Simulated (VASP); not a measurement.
# GaAs (F-43m) in VASP: settings compared

GaAs is run at these levels: revPBE+D4, PBE, LDA; tasks: relaxation of cell and atoms, single point.

All numbers are computed with VASP 6.6.1; they aren't measurements. Logs are shortened: lines on timing, memory, paths and dates and some standing lists are left out, and cuts for length are marked.

**What was measured.**

“Evidence of valence band perturbations in GaAsN/GaAs(001): A combined variable-angle spectroscopic ellipsometry and modulated photoreflectance investigation”, 2008, arxiv:0805.2212 reports, for a bulk crystal of GaAs at 300 K: band gap 1.418 ± 0.005 eV (direct).

The results are compared with them further down.

## Step 1: The cell of the first run

The structure is cubic, space group F-43m (No. 216). Conventional cell: a = 5.654 Å, b = 5.654 Å, c = 5.654 Å, α = 90.00°, β = 90.00°, γ = 90.00°. Within 3.2 Å of As (site symmetry -43m) lie 4 Ga at 2.45 Å. Ga (site symmetry -43m) has 4 As at 2.45 Å within 3.2 Å.

## Step 2: Relaxation of cell and atoms, revPBE+D4

Input file INCAR:

```
SYSTEM = GaAs
ALGO = Normal ; EDIFF = 1E-6
EDIFFG = -0.01 ; ENCUT = 600
GGA = RE ; IBRION = 2
ISIF = 3 ; ISMEAR = -1
IVDW = 13 ; LASPH = .TRUE.
LCHARG = .FALSE. ; LREAL = .FALSE.
LWAVE = .FALSE. ; NELM = 60
NSW = 80 ; PREC = Accurate
SIGMA = 0.05
```

Input file KPOINTS:

```
k-points
0
G
  8 8 8
  0 0 0
```

Input file POSCAR:

```
GaAs
1.0
    0.0000000000      2.8268500000      2.8268500000
    2.8268500000      0.0000000000      2.8268500000
    2.8268500000      2.8268500000      0.0000000000
As Ga
1 1
Direct
    0.7500000000      0.7500000000      0.7500000000
    0.0000000000      0.0000000000      0.0000000000
```

Potentials or basis: VASP PAW PBE potentials, release 64 (As, Ga_d).

Started as:

```
> cat potpaw_PBE.64/As/POTCAR potpaw_PBE.64/Ga_d/POTCAR > POTCAR
> mpirun -np 1 vasp_std > vasp.out
```

OUTCAR:

```text
SYSTEM = GaAs
   EDIFF = 1E-6
   EDIFFG = -0.01
   ENCUT = 600
   GGA = RE
   IBRION = 2
   ISIF = 3
   ISMEAR = -1
   IVDW = 13
   LASPH = .TRUE.
   LREAL = .FALSE.
   NELM = 60
   NSW = 80
   PREC = Accurate

 ion  position               nearest neighbor table
   1  0.750  0.750  0.750-   2 2.45   2 2.45   2 2.45   2 2.45
   2  0.000  0.000  0.000-   1 2.45   1 2.45   1 2.45   1 2.45

  LATTYP: Found a face centered cubic cell.
 ALAT       =     5.6537000000

  Lattice vectors:

 A1 = (   0.0000000000,   2.8268500000,   2.8268500000)
 A2 = (   2.8268500000,   0.0000000000,   2.8268500000)
 A3 = (   2.8268500000,   2.8268500000,   0.0000000000)

Analysis of symmetry for initial positions (statically):
=====================================================================
 Subroutine PRICEL returns:
 Original cell was already a primitive cell.

 Routine SETGRP: Setting up the symmetry group for a
 face centered cubic supercell.

 Subroutine GETGRP returns: Found 24 space group operations
 (whereof 24 operations were pure point group operations)
 out of a pool of 48 trial point group operations.

The static configuration has the point symmetry T_d .

Analysis of symmetry for dynamics (positions and initial velocities):
=====================================================================
 Subroutine PRICEL returns:
 Original cell was already a primitive cell.

 Routine SETGRP: Setting up the symmetry group for a
 face centered cubic supercell.

 Subroutine GETGRP returns: Found 24 space group operations
 (whereof 24 operations were pure point group operations)
 out of a pool of 48 trial point group operations.

The dynamic configuration has the point symmetry T_d .

 Subroutine INISYM returns: Found 24 space group operations
 (whereof 24 operations are pure point group operations),
 and found     1 'primitive' translations

----------------------------------------------------------------------------------------

                                     Primitive cell

  volume of cell :      45.1792

  direct lattice vectors                    reciprocal lattice vectors
     0.000000000  2.826850000  2.826850000    -0.176875321  0.176875321  0.176875321
     2.826850000  0.000000000  2.826850000     0.176875321 -0.176875321  0.176875321
     2.826850000  2.826850000  0.000000000     0.176875321  0.176875321 -0.176875321

  length of vectors
     3.997769609  3.997769609  3.997769609     0.306357042  0.306357042  0.306357042

  position of ions in fractional coordinates (direct lattice)
     0.750000000  0.750000000  0.750000000
     0.000000000  0.000000000  0.000000000

  ion indices of the primitive-cell ions
   primitive index   ion index
                 1           1
                 2           2

----------------------------------------------------------------------------------------

 KPOINTS: k-points

[... 69 lines left out ...]
   EDIFFG = -.1E-01   stopping-criterion for IOM
   NSW    =     80    number of steps for IOM
   IBRION =      2    ionic relax: 0-MD 1-quasi-New 2-CG
   NFREE  =      1    steps in history (QN), initial steepest desc. (CG)
   ISIF   =      3    stress and relaxation
   ISYM   =      2    0-nonsym 1-usesym 2-fastsym
   POTIM  = 0.5000    time-step for ionic-motion
   TEBEG  =    0.0;   TEEND  =   0.0 temperature during run
   PSTRESS=    0.0 pullay stress
   NELECT =      18.0000    total number of electrons
   NUPDOWN=      -1.0000    fix difference up-down
   EMIN   =  10.00;   EMAX   =-10.00  energy-range for DOS
   EFERMI =   0.00;   METHOD = LEGACY
   ISMEAR =    -1;   SIGMA  =   0.05  broadening in eV -4-tet -1-fermi 0-gaus
   EFERMI_NEDOS =   21; number of points for ismear=-14 and -15
   IALGO  =     38    algorithm
   IMIX   =      4    mixing-type and parameters
     AMIX     =   0.40;   BMIX     =  1.00
     AMIX_MAG =   1.60;   BMIX_MAG =  1.00
  volume/ion in A,a.u.               =      22.59       152.44
  Fermi-wavevector in a.u.,A,eV,Ry     =   1.204628  2.276417 19.743799  1.451128
  Thomas-Fermi vector in A             =   2.340347
   LORBIT       =      0    0 simple, 1 ext, 2 COOP (PROOUT), +10 PAW based schemes
   GGA     = RE    functional components
   LHFCALC =     F    Hartree Fock is set to
   AEXX    =    0.0000 exact exchange contribution
   IVDW    =    13    specifies the selected vdW correction
   LEPSILON=     F    determine dielectric tensor
   LRPA    =     F    only Hartree local field effects (RPA)
 conjugate gradient relaxation of ions
 non-spin polarized calculation
  energy-cutoff  :      600.00
  volume of cell :       45.18
 maximum number of plane-waves:      1540
   NGX = 15   NGY = 15   NGZ = 15

--------------------------------------- Ionic step        1  -------------------------------------------

 number of electron      18.0000011 magnetization

 Free energy of the ion-electron system (eV)
  ---------------------------------------------------
  ext. energy  EPLUGINS =         0.00000000
  ---------------------------------------------------
  free energy    TOTEN  =        -7.64631114 eV

  energy without entropy =       -7.64630005  energy(sigma->0) =       -7.64630559

------------------------ aborting loop because EDIFF is reached ----------------------------------------

  DFT-D4 for vdW energy calculation

  Edisp (eV):   -1.38177
[... 71 lines left out ...]
--------------------------------------- Ionic step        3  -------------------------------------------

 number of electron      18.0000010 magnetization

 Free energy of the ion-electron system (eV)
  ---------------------------------------------------
  ext. energy  EPLUGINS =         0.00000000
  ---------------------------------------------------
  free energy    TOTEN  =        -7.63658314 eV

  energy without entropy =       -7.63657605  energy(sigma->0) =       -7.63657959

 E-fermi :   4.4341     XC(G=0):  -9.4954

 val. band max:        4.0732639782   @ k =   0.0000   0.0000   0.0000
 cond. band min:       4.7371168051   @ k =   0.0000   0.0000   0.0000
 fundamental gap:      0.6638528269
 Fermi energy:         4.4341350935

 k-point     1 :       0.0000    0.0000    0.0000
  band No.  band energies     occupation
      1     -10.7467      2.00000
      2     -10.7467      2.00000
      3     -10.7467      2.00000
      4     -10.6661      2.00000
      5     -10.6661      2.00000
      6      -8.6731      2.00000
      7       4.0733      1.99853
      8       4.0733      1.99853
      9       4.0733      1.99853
     10       4.7371      0.00466
     11       7.8239      0.00000
     12       7.8239      0.00000
     13       7.8239      0.00000
[... 354 lines left out ...]
  band No.  band energies     occupation
      1     -10.8361      2.00000
      2     -10.7214      2.00000
      3     -10.7138      2.00000
      4     -10.6704      2.00000
      5     -10.6625      2.00000
      6      -6.5445      2.00000
      7      -2.4141      2.00000
      8       0.8434      2.00000
      9       2.1255      2.00000
     10       7.1676      0.00000
     11       8.2905      0.00000
     12      10.4633      0.00000
     13      11.8418      0.00000

 [... further k-points ...]

------------------------ aborting loop because EDIFF is reached ----------------------------------------

  DFT-D4 for vdW energy calculation

  Edisp (eV):   -1.39196
[... 25 lines left out ...]
  FREE ENERGIE OF THE ION-ELECTRON SYSTEM (eV)
  ---------------------------------------------------
  free  energy   TOTEN  =        -9.0285441271 eV

  energy  without entropy=       -9.0285370353  energy(sigma->0) =       -9.02854058

 reached required accuracy - stopping structural energy minimisation
```

It took 69 s on 1 thread of Intel Xeon Platinum 8259CL at 2.50GHz (Skylake/Cascade Lake), shared host; peak memory 0.19 GiB.

What came out:

```
Free energy                            : -9.0285 eV
Relaxed volume                         : 22.44 Å³/atom
Relaxed cell                           : a = 3.989 Å, b = 3.989 Å, c = 3.989 Å, α = 60.00°, β = 60.00°, γ = 60.00°
Space group after relaxing (to 0.05 Å) : F-43m (No. 216)
Energy gained by relaxing              : 0.2 meV/atom
Ionic steps                            : 3
Pressure after relaxing                : 0.0 GPa
Band gap on the k mesh                 : 0.66 eV, direct
Dispersion energy per atom             : -0.696 eV
```

Step by step:
| step | energy change (eV) | largest force (eV/Å) | pressure (GPa) | volume (Å³) |
| --- | --- | --- | --- | --- |
| 1 | 0.0000 | 0.0000 | -0.50 | 45.18 |
| 2 | -0.0004 | 0.0000 | 0.31 | 44.72 |
| 3 | -0.0005 | 0.0000 | -0.02 | 44.87 |

Final structure:
```xyz
2
Lattice="0.0000 2.8205 2.8205 2.8205 0.0000 2.8205 2.8205 2.8205 0.0000" Properties=species:S:1:pos:R:3 pbc="T T T"
As    4.2307    4.2307    4.2307
Ga    0.0000    0.0000    0.0000
```

Caveat: the PAW data sets were made with another functional, which shifts forces and pressure a little. A k mesh can miss the band edges.

## Step 3: Single point, PBE

Input file INCAR:

```
  ALGO = Normal
  EDIFF = 1E-7
  ENCUT = 520
  GGA = PE
  ISIF = 2
  ISMEAR = 0
  LASPH = T
  LCHARG = F
  LREAL = F
  LWAVE = F
  NBANDS = 16
  NELM = 80
  PREC = Accurate
  SIGMA = 0.05
```

Input file KPOINTS:

```
k-points
0
Gamma
  8 8 8
```

Input file POSCAR:

```
GaAs
1.0
    3.9977696100      0.0000000000      0.0000000000
    1.9988848050      3.4621700407      0.0000000000
    1.9988848050      1.1540566802      3.2641652179
As Ga
1 1
Direct
    0.7500000000      0.7500000000      0.7500000000
    0.0000000000      0.0000000000      0.0000000000
```

Potentials or basis: VASP PAW PBE potentials, release 64 (As, Ga_d).

Started as:

```
> cat potpaw_PBE.64/As/POTCAR potpaw_PBE.64/Ga_d/POTCAR > POTCAR
> mpirun -np 1 vasp_std > vasp.out
```

Run time: 13 s. Hardware: 1 thread of Intel Xeon Platinum 8559C (Emerald Rapids), shared host; peak memory 0.17 GiB.

The run converged. Its results:

```yaml
Free_energy: -8.2471 eV
Pressure: 3.5 GPa
Band_gap_on_the_k_mesh: 0.52 eV, direct
```

Levels at points of the mesh, in eV from the valence-band top:
| k point | band 6 | band 7 | band 8 | band 9 | band 10 | band 11 | band 12 | band 13 |
| --- | --- | --- | --- | --- | --- | --- | --- | --- |
| (0.00, 0.00, 0.00) | -12.73 | 0.00 | 0.00 | 0.00 | 0.52 | 3.73 | 3.73 | 3.73 |
| (0.50, 0.00, 0.00) | -10.96 | -6.64 | -1.14 | -1.14 | 1.00 | 4.63 | 4.63 | 7.75 |
| (0.50, 0.50, 0.00) | -10.22 | -6.82 | -2.68 | -2.68 | 1.46 | 1.65 | 10.17 | 10.17 |

A k mesh can miss the band edges.

## Step 4: Single point, LDA

Input file INCAR:

```
SYSTEM = GaAs
  PREC = Accurate
  ENCUT = 520
  EDIFF = 1E-7
  ISMEAR = 0
  SIGMA = 0.05
  LREAL = .False.
  LASPH = .True.
  NELM = 100
  ALGO = Normal
  ISIF = 2
  LWAVE = .False.
  LCHARG = .False.
  NBANDS = 16
```

Input file KPOINTS:

```
regular mesh
0
Gamma
  8 8 8
  0 0 0
```

POSCAR is that of step 3.

Potentials or basis: VASP PAW LDA potentials, release 64 (As, Ga_d).

Started as:

```
> cat potpaw_LDA.64/As/POTCAR potpaw_LDA.64/Ga_d/POTCAR > POTCAR
> mpirun -np 1 vasp_std > vasp.out
```

It took 11 s on 1 thread of Intel Xeon Platinum 8559C (Emerald Rapids), shared host; peak memory 0.15 GiB.

Results (log left out):

```yaml
Free_energy: -9.6317 eV
Pressure: -1.6 GPa
Band_gap_on_the_k_mesh: 0.33 eV, direct
```

Levels at points of the mesh, in eV from the valence-band top:
```csv
k point,band 7,band 8,band 9,band 10,band 11,band 12
"(0.00, 0.00, 0.00)",0.00,0.00,0.00,0.33,3.67,3.67
"(0.50, 0.00, 0.00)",-6.69,-1.15,-1.15,0.86,4.58,4.58
"(0.50, 0.50, 0.00)",-6.87,-2.69,-2.69,1.34,1.55,10.04
```

## Step 5: Single point, PBE

Input file INCAR:

```
ALGO = Normal ; EDIFF = 1E-6
ENCUT = 520 ; GGA = PE
ISIF = 2 ; ISMEAR = -1
LASPH = T ; LCHARG = F
LREAL = F ; LWAVE = F
NBANDS = 16 ; NELM = 80
PREC = Accurate ; SIGMA = 0.04
```

Input file KPOINTS:

```
k-points
0
Gamma
  5 5 5
```

Input file POSCAR:

```
GaAs
1.0
    0.0000000000      2.8268500000      2.8268500000
    2.8268500000      0.0000000000      2.8268500000
    2.8268500000      2.8268500000      0.0000000000
As Ga
1 1
Direct
    0.7500000000      0.7500000000      0.7500000000
    0.0000000000      0.0000000000      0.0000000000
```

Potentials or basis: VASP PAW PBE potentials, release 64 (As, Ga_d).

Started as:

```
> cat potpaw_PBE.64/As/POTCAR potpaw_PBE.64/Ga_d/POTCAR > POTCAR
> mpirun -np 1 vasp_std > vasp.out
```

Wall time 8 s (1 thread of Intel Xeon 6975P-C, shared host); peak memory 0.16 GiB.

Results (log left out):

| Item | Value |
| --- | --- |
| Free energy | -8.1887 eV |
| Pressure | 3.5 GPa |
| Band gap on the k mesh | 0.52 eV, direct |

Levels at points of the mesh, in eV from the valence-band top:
```csv
k point,band 5,band 6,band 7,band 8,band 9,band 10,band 11,band 12,band 13,band 14
"(0.00, 0.00, 0.00)",-14.75,-12.73,0.00,0.00,0.00,0.52,3.71,3.71,3.71,7.58
```

## Step 6: Summary

```tsv
task	level	potentials or basis	cell	k mesh	cutoff (eV)	smearing	gap on the mesh (eV)	pressure (GPa)
relaxation of cell and atoms	revPBE+D4	VASP PAW PBE potentials, release 64 (As, Ga_d)	relaxed from a = 3.998 Å, angles 60.0°, 2 atoms	8 × 8 × 8	600	fermi-dirac 0.05 eV	0.66	0.0
single point	PBE	VASP PAW PBE potentials, release 64 (As, Ga_d)	a = 3.998 Å, angles 60.0°, 2 atoms	8 × 8 × 8	520	gaussian 0.05 eV	0.52	3.5
single point	LDA	VASP PAW LDA potentials, release 64 (As, Ga_d)	a = 3.998 Å, angles 60.0°, 2 atoms	8 × 8 × 8	520	gaussian 0.05 eV	0.33	-1.6
single point	PBE	VASP PAW PBE potentials, release 64 (As, Ga_d)	a = 3.998 Å, angles 60.0°, 2 atoms	5 × 5 × 5	520	fermi-dirac 0.04 eV	0.52	3.5
```

Alike in all rows: no spin polarisation.

Caveats: the PAW data sets were made with another functional, which shifts forces and pressure a little (some runs).

Absolute energies hang on the potentials; compare differences alone.

## Step 7: Comparison with measurements

Step 4. Measured gap of GaAs: 1.418 eV (direct; 300 K; “Evidence of valence band perturbations in GaAsN/GaAs(001): A combined variable-angle spectroscopic ellipsometry and modulated photoreflectance investigation”, 2008, arxiv:0805.2212). This calculation gives 0.33 eV (-1.09 eV). So large a miss can be the level of theory's own, or it may mean another phase, state or a wrong row. 3 values of this kind are on record (1.412 to 1.51 eV); this one was drawn at random among those near their median, those with a stated uncertainty first. Spin-orbit coupling on As, Ga is left out. The value is that of LDA, without temperature or zero-point motion. Semilocal functionals fall short of measured gaps as a rule.
